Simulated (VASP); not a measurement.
Crystal: Be3TeSe2.

```
CELL_PARAMETERS angstrom
-0.01618 -0.03662 -6.09283
-0.00376 6.43385 0.03844
5.72494 -3.22019 -0.00449
ATOMIC_POSITIONS crystal
Be 0.89418 0.15162 0.95031
Be 0.36697 0.20400 0.67405
Be 0.85800 0.77257 0.28205
Be 0.37297 0.78192 0.02497
Be 0.34884 0.53184 0.36293
Be 0.89670 0.51187 0.69943
Te 0.47992 0.20748 0.04674
Te 0.00523 0.80493 0.99401
Se 0.00655 0.14866 0.62659
Se 0.50950 0.86483 0.34340
Se 0.00915 0.51931 0.31464
Se 0.50199 0.50098 0.68089
```

- Program: VASP 6.6.1
- Task: relaxation of cell and atoms
- Functional: PBE
- Potentials or basis: VASP PAW PBE potentials, release 64 (Be, Te, Se)
- Cutoff: 600 eV
- k mesh: 2 × 4 × 4
- Occupations: gaussian, width 0.1 eV
- Spin: no spin polarisation

At the start: pressure 5.9 GPa; volume 18.69 Å³/atom.

**Question.** How do energy, volume and symmetry change on relaxing?

**Answer.** Over 20 steps the energy falls by 250.3 meV/atom and the volume is 19.08 Å³/atom (+2.1 %); space group P1 (No. 1, to 0.1 Å) before, Cmc2_1 (No. 36, to 0.1 Å).

The path:
| step | energy change (eV) | largest force (eV/Å) | pressure (GPa) | volume (Å³) |
| --- | --- | --- | --- | --- |
| 1 | 0.0000 | 5.3645 | 5.93 | 224.34 |
| 2 | -1.8654 | 1.2981 | -3.72 | 247.53 |
| 3 | -1.8807 | 1.2194 | -3.04 | 244.78 |
| 4 | -2.4333 | 0.9858 | -1.22 | 234.85 |
| 5 | -2.6140 | 0.9212 | 1.34 | 225.38 |
| 6 | -2.8099 | 0.6158 | 0.61 | 227.04 |
| 7 | -2.8386 | 0.5355 | 0.33 | 227.95 |
| 8 | -2.9267 | 0.2676 | -0.32 | 230.00 |
| 9 | -2.9399 | 0.2296 | -0.64 | 231.16 |
| 10 | -2.9637 | 0.1955 | 0.28 | 228.08 |
| 11 | -2.9650 | 0.1910 | 0.54 | 227.22 |
| 12 | -2.9822 | 0.1231 | 0.15 | 228.50 |
| 13 | -2.9850 | 0.1601 | -0.07 | 229.28 |
| 14 | -2.9931 | 0.0885 | -0.10 | 229.40 |
| 15 | -2.9952 | 0.1166 | -0.12 | 229.51 |
| 16 | -3.0002 | 0.0743 | 0.14 | 228.61 |
| 17 | -3.0006 | 0.0717 | 0.23 | 228.31 |
| 18 | -3.0025 | 0.0430 | -0.15 | 229.58 |
| 19 | -3.0027 | 0.0391 | -0.05 | 229.24 |
| 20 | -3.0031 | 0.0182 | 0.02 | 229.01 |

Final structure:
```
Be Te Se
1.0
    -0.00135    0.00096   -6.20760
    -0.00092    6.52093   -0.00087
     5.65794   -3.25914   -0.00025
Be Te Se
6 2 4
Direct
  0.89216 0.18786 0.99973
  0.36593 0.16587 0.64722
  0.86633 0.83413 0.35303
  0.39209 0.81218 0.00010
  0.36605 0.51915 0.35336
  0.86551 0.48087 0.64657
  0.50156 0.17099 0.00020
  0.00131 0.82888 0.99966
  0.99975 0.16710 0.66075
  0.50001 0.83294 0.33928
  0.99980 0.50609 0.33898
  0.49949 0.49395 0.66111
```

Caveat: the k points lie up to 0.51 Å⁻¹ apart in the final cell.
